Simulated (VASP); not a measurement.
# NiO (Fm-3m) in VASP: further runs

Runs on NiO. Level: PBE+U. Tasks: single point, relaxation of cell and atoms.

Everything below comes from runs of VASP 6.6.1. Logs are shortened: lines on timing, memory, paths and dates and some standing lists are left out, and cuts for length are marked.

## (1) The cell of the first run

Symmetry: Fm-3m, No. 225, cubic system. Conventional cell: a = 4.268 Å, b = 4.268 Å, c = 4.268 Å, α = 90.00°, β = 90.00°, γ = 90.00°. Ni (site symmetry m-3m) has 6 O at 2.13 Å within 2.8 Å. O (site symmetry m-3m) has 6 Ni at 2.13 Å within 2.8 Å.

## (2) Single point, PBE+U, collinear spin, antiferromagnetic start

Contents of INCAR:

```
  PREC = Accurate
  ENCUT = 700
  EDIFF = 1E-6
  ISMEAR = 0
  SIGMA = 0.05
  LREAL = F
  LASPH = T
  NELM = 200
  ALGO = Normal
  ISIF = 2
  LWAVE = F
  LCHARG = F
  ISPIN = 2
  MAGMOM = 2 -2 0 0
  LORBIT = 11
  LMAXMIX = 4
  LDAU = T
  LDAUTYPE = 2
  LDAUL = 2 -1
  LDAUU = 6.2 0
  LDAUJ = 0 0
  LDAUPRINT = 1
  GGA = PE
  NBANDS = 36
  GGA_COMPAT = F
```

Contents of KPOINTS:

```
Automatic mesh
0
Gamma
  8 8 6
```

Contents of POSCAR:

```
NiO
1.0
    0.0000000000      2.1337897282     -2.1337897282
    0.0000000000      2.1337897282      2.1337897282
    4.2675794564      0.0000000000      0.0000000000
Ni O
2 2
Direct
    0.0000000000      0.0000000000      0.0000000000
    0.5000000000      0.5000000000      0.5000000000
    0.0000000000      1.0000000000      0.5000000000
    0.5000000000      1.5000000000      1.0000000000
```

Potentials or basis: VASP PAW PBE potentials, release 64 (Ni_sv_GW, O).

Launch:

```sh
$ cat potpaw_PBE.64/Ni_sv_GW/POTCAR potpaw_PBE.64/O/POTCAR > POTCAR
$ mpirun -np 1 vasp_std > vasp.out
```

OUTCAR:

```text
PREC = Accurate
   ENCUT = 700
   EDIFF = 1E-6
   ISMEAR = 0
   LREAL = F
   LASPH = T
   NELM = 200
   ISIF = 2
   ISPIN = 2
   LORBIT = 11
   GGA = PE

 ion  position               nearest neighbor table
   1  0.000  0.000  0.000-   3 2.13   4 2.13   3 2.13   4 2.13   4 2.13   4 2.13
   2  0.500  0.500  0.500-   3 2.13   4 2.13   4 2.13   3 2.13   3 2.13   3 2.13
   3  0.000  0.000  0.500-   1 2.13   2 2.13   1 2.13   2 2.13   2 2.13   2 2.13
   4  0.500  0.500  0.000-   1 2.13   2 2.13   2 2.13   1 2.13   1 2.13   1 2.13

  LATTYP: Found a simple tetragonal cell.
 ALAT       =     3.0176343729
 C/A-ratio  =     1.4142135624

  Lattice vectors:

 A1 = (   0.0000000000,   2.1337897282,  -2.1337897282)
 A2 = (   0.0000000000,   2.1337897282,   2.1337897282)
 A3 = (   4.2675794564,   0.0000000000,   0.0000000000)

Analysis of symmetry for initial positions (statically):
=====================================================================
 Subroutine PRICEL returns following result:

  LATTYP: Found a face centered cubic cell.
 ALAT       =     4.2675794564
[... 12 lines left out ...]
 Subroutine GETGRP returns: Found 16 space group operations
 (whereof 16 operations were pure point group operations)
 out of a pool of 16 trial point group operations.

The static configuration has the point symmetry D_4h.

Analysis of symmetry for dynamics (positions and initial velocities):
=====================================================================
 Subroutine PRICEL returns following result:

  LATTYP: Found a face centered cubic cell.
 ALAT       =     4.2675794564
[... 12 lines left out ...]
 Subroutine GETGRP returns: Found 16 space group operations
 (whereof 16 operations were pure point group operations)
 out of a pool of 16 trial point group operations.

The dynamic configuration has the point symmetry D_4h.

Analysis of structural, dynamic, and magnetic symmetry:
=====================================================================
[... 224 lines left out ...]
  o =  0.9320  v =  0.0000  0.0000 -0.0000 -1.0000 -0.0000  0.0000  0.0000  0.0000  0.0000  0.0000      0.0000  0.0000  0.0000  0.0000  0.0000  0.0000  0.0000  0.0000  0.0000  0.0000
  o =  0.9391  v =  0.0000  0.0000  0.0000  0.0000  0.0000  0.0000  1.0000  0.0000 -0.0000 -0.0000      0.0000  0.0000  0.0000  0.0000  0.0000  0.0000  0.0000  0.0000  0.0000  0.0000
  o =  0.9391  v =  0.0000  0.0000  0.0000  0.0000  0.0000  1.0000  0.0000  0.0000  0.0000  0.0000      0.0000  0.0000  0.0000  0.0000  0.0000  0.0000  0.0000  0.0000  0.0000  0.0000
  o =  0.9391  v =  0.0000  0.0000  0.0000  0.0000  0.0000  0.0000 -0.0000 -0.0000 -1.0000 -0.0000      0.0000  0.0000  0.0000  0.0000  0.0000  0.0000  0.0000  0.0000  0.0000  0.0000
  o =  0.9670  v =  0.0000  0.0000  0.0000  0.0000  0.0000  0.0000 -0.0000  0.5000  0.0000 -0.8660      0.0000  0.0000  0.0000  0.0000  0.0000  0.0000  0.0000  0.0000  0.0000  0.0000
  o =  0.9671  v =  0.0000  0.0000  0.0000  0.0000  0.0000  0.0000  0.0000 -0.8660  0.0000 -0.5000      0.0000  0.0000  0.0000  0.0000  0.0000  0.0000  0.0000  0.0000  0.0000  0.0000

 number of electron      47.9999993 magnetization      -0.0000000

 Free energy of the ion-electron system (eV)
  ---------------------------------------------------
  ext. energy  EPLUGINS =         0.00000000
  ---------------------------------------------------
  free energy    TOTEN  =       -20.50324552 eV

  energy without entropy =      -20.50324552  energy(sigma->0) =      -20.50324552

 E-fermi :   5.7384     XC(G=0): -12.6176

 val. band max:        5.5235519877   @ k =   0.5000   0.0000   0.5000
 cond. band min:       7.5934018410   @ k =   0.0000   0.0000   0.0000
 fundamental gap:      2.0698498533
 Fermi energy:         5.7383746229

 spin component 1

 k-point     1 :       0.0000    0.0000    0.0000
  band No.  band energies     occupation
      1     -98.6132      1.00000
      2     -96.3194      1.00000
      3     -58.9999      1.00000
      4     -58.9927      1.00000
      5     -58.9927      1.00000
      6     -56.7596      1.00000
[... 1865 lines left out ...]
     35      25.8078      0.00000
     36      26.0005      0.00000

 [... further k-points ...]

------------------------ aborting loop because EDIFF is reached ----------------------------------------

  FORCE on cell =-STRESS in cart. coord.  units (eV):
  Direction    XX          YY          ZZ          XY          YZ          ZX
  --------------------------------------------------------------------------------------
  -------------------------------------------------------------------------------------
  Total       -0.5361933     -0.5235001     -0.5235001     -0.0000000      0.0000000     -0.0000000
  in kB      -22.1063550    -21.5830357    -21.5830357     -0.0000000      0.0000000     -0.0000000
  external PRESSURE =     -21.7574754 kB  Pullay stress =       0.0000000 kB

 VOLUME and BASIS-vectors are now :
 -----------------------------------------------------------------------------
  energy-cutoff  :      700.00
  volume of cell :       38.86
      direct lattice vectors                 reciprocal lattice vectors
     0.000000000  2.133789728 -2.133789728     0.000000000  0.234324870 -0.234324870
     0.000000000  2.133789728  2.133789728     0.000000000  0.234324870  0.234324870
     4.267579456  0.000000000  0.000000000     0.234324870  0.000000000  0.000000000

 POSITION                                       TOTAL-FORCE (eV/Angst)
 -----------------------------------------------------------------------------------
      0.00000      0.00000      0.00000        -0.000000      0.000000      0.000000
      2.13379      2.13379      0.00000         0.000000      0.000000     -0.000000
      2.13379      0.00000      0.00000        -0.000000     -0.000000     -0.000000
      0.00000      2.13379      0.00000        -0.000000     -0.000000     -0.000000
 -----------------------------------------------------------------------------------
    total drift:                                0.000000      0.000000      0.000000

  FREE ENERGIE OF THE ION-ELECTRON SYSTEM (eV)
  ---------------------------------------------------
  free  energy   TOTEN  =       -20.5032455237 eV

  energy  without entropy=      -20.5032455237  energy(sigma->0) =      -20.50324552

 total charge

# of ion       s       p       d       f       tot
--------------------------------------------------
    1        2.155   6.203   7.696   0.008  16.063
    2        2.155   6.203   7.696   0.008  16.063
    3        1.544   3.466   0.000   0.000   5.010
    4        1.544   3.466   0.000   0.000   5.010
--------------------------------------------------
tot          7.399  19.339  15.393   0.016  42.147

 magnetization (x)

# of ion       s       p       d       f       tot
--------------------------------------------------
    1        0.011   0.014   1.779   0.001   1.805
    2       -0.011  -0.014  -1.779  -0.001  -1.805
    3       -0.007  -0.048   0.000   0.000  -0.055
    4        0.007   0.048   0.000   0.000   0.055
--------------------------------------------------
tot          0.000   0.000   0.000  -0.000  -0.000
```

Run time: 6 min. Hardware: 1 thread of Intel Xeon Platinum 8175M at 2.50GHz (Skylake/Cascade Lake), shared host; peak memory 0.35 GiB.

Results:

| Item | Value |
| --- | --- |
| Free energy | -20.5032 eV |
| Pressure | -2.2 GPa |
| Band gap on the k mesh | 2.07 eV |
| Net moment | 0.00 μB per cell |
| Site moments | Ni +1.80, -1.80; O -0.06, +0.06 μB |
| Valence electrons inside the program's atomic spheres | Ni 16.06; O 5.01 |

Eigenvalues of the final occupation matrices:
```
    site  spin  trace               eigenvalues
site 1 d     1   4.75  0.94 0.94 0.94 0.97 0.97
site 1 d     2   2.97  0.09 0.09 0.93 0.93 0.93
site 2 d     1   2.97  0.09 0.09 0.93 0.93 0.93
site 2 d     2   4.75  0.94 0.94 0.94 0.97 0.97
```

## (3) Relaxation of cell and atoms, PBE+U, collinear spin, antiferromagnetic start

This run uses another cell than the first one, of the same volume but with other edges.

Contents of INCAR:

```
PREC = Accurate
ENCUT = 600
EDIFF = 1E-7
ISMEAR = 0
SIGMA = 0.05
LREAL = False
LASPH = True
NELM = 150
ALGO = Normal
ISIF = 3
LWAVE = False
LCHARG = False
ISPIN = 2
MAGMOM = 1.86 -1.86 0 0
LORBIT = 11
LMAXMIX = 4
LDAU = True
LDAUTYPE = 2
LDAUL = 2 -1
LDAUU = 6.2 0
LDAUJ = 0 0
LDAUPRINT = 1
GGA = PE
IBRION = 2
NSW = 50
EDIFFG = -0.01
```

Contents of KPOINTS:

```
Automatic mesh
0
Gamma
  10 10 10
```

Contents of POSCAR:

```
NiO
1.0
   -2.1337897282     -2.1337897282      4.2675794564
   -4.2675794564     -2.1337897282      2.1337897282
   -2.1337897282     -4.2675794564      2.1337897282
Ni O
2 2
Direct
    0.0000000000      0.0000000000      0.0000000000
    0.5000000000      0.5000000000      0.5000000000
    1.2500000000     -0.7500000000     -0.7500000000
    1.7500000000     -0.2500000000     -0.2500000000
```

Potentials or basis: VASP PAW PBE potentials, release 64 (Ni, O).

Launch:

```sh
$ cat potpaw_PBE.64/Ni/POTCAR potpaw_PBE.64/O/POTCAR > POTCAR
$ mpirun -np 1 vasp_std > vasp.out
```

Wall time 41 min (1 thread of Oxide Virtual Turin-like, shared host); peak memory 0.4 GiB.

Results (log left out):

- Free energy: -20.4902 eV
- Relaxed volume: 9.13 Å³/atom
- Relaxed cell: a = 5.119 Å, b = 5.119 Å, c = 5.119 Å, α = 33.57°, β = 33.57°, γ = 33.57°
- Space group after relaxing (to 0.1 Å): Fm-3m (No. 225)
- Energy gained by relaxing: 19.1 meV/atom
- Ionic steps: 3
- Pressure after relaxing: 0.0 GPa
- Band gap on the k mesh: 3.40 eV
- Net moment: 0.00 μB per cell
- Site moments: Ni +1.75, -1.75; O +0.00 μB
- Valence electrons inside the program's atomic spheres: Ni 9.00; O 5.02

Step by step:
| step | energy change (eV) | largest force (eV/Å) | pressure (GPa) | volume (Å³) |
| --- | --- | --- | --- | --- |
| 1 | 0.0000 | 0.0000 | -9.89 | 38.86 |
| 2 | -0.0618 | 0.0000 | 5.03 | 35.58 |
| 3 | -0.0763 | 0.0000 | 0.05 | 36.52 |

Final structure:
```cif
data_structure
_symmetry_space_group_name_H-M 'P 1'
_symmetry_Int_Tables_number 1
_cell_length_a 5.1189
_cell_length_b 5.1189
_cell_length_c 5.1189
_cell_angle_alpha 33.566
_cell_angle_beta 33.566
_cell_angle_gamma 33.566
_cell_volume 36.52
loop_
_atom_site_label
_atom_site_type_symbol
_atom_site_fract_x
_atom_site_fract_y
_atom_site_fract_z
_atom_site_occupancy
Ni1 Ni 0.00000 0.00000 0.00000 1
Ni2 Ni 0.50000 0.50000 0.50000 1
O1 O 0.25000 0.25000 0.25000 1
O2 O 0.75000 0.75000 0.75000 1
```

Levels at points of the mesh, in eV from the valence-band top:
Spin up:
```csv
k point,band 12,band 13,band 14,band 15,band 16,band 17,band 18,band 19,band 20
"(0.00, 0.00, 0.00)",-0.79,-0.79,-0.79,-0.75,-0.75,3.40,4.34,4.34,7.35
"(0.50, 0.00, 0.00)",-2.23,-1.84,-1.73,-1.22,-0.60,4.28,4.30,9.15,9.43
"(0.50, 0.50, 0.00)",-2.16,-2.16,-1.94,-0.66,-0.53,4.52,4.69,7.35,7.90
"(0.50, 0.50, 0.50)",-1.91,-1.38,-1.38,0.00,0.00,4.19,4.19,6.10,6.22
```
Spin down:
| k point | band 13 | band 14 | band 15 | band 16 | band 17 | band 18 | band 19 | band 20 |
| --- | --- | --- | --- | --- | --- | --- | --- | --- |
| (0.00, 0.00, 0.00) | -0.79 | -0.79 | -0.75 | -0.75 | 3.40 | 4.34 | 4.34 | 7.35 |
| (0.50, 0.00, 0.00) | -1.84 | -1.73 | -1.22 | -0.60 | 4.28 | 4.30 | 9.15 | 9.43 |
| (0.50, 0.50, 0.00) | -2.16 | -1.94 | -0.66 | -0.53 | 4.52 | 4.69 | 7.35 | 7.90 |
| (0.50, 0.50, 0.50) | -1.38 | -1.38 | 0.00 | 0.00 | 4.19 | 4.19 | 6.10 | 6.22 |

Eigenvalues of the final occupation matrices:
```csv
site,spin,trace,eigenvalues
site 1 d,1,5.01,0.98 0.98 0.98 1.03 1.03
site 1 d,2,3.26,0.16 0.16 0.98 0.98 0.98
site 2 d,1,3.26,0.16 0.16 0.98 0.98 0.98
site 2 d,2,5.01,0.98 0.98 0.98 1.03 1.03
```
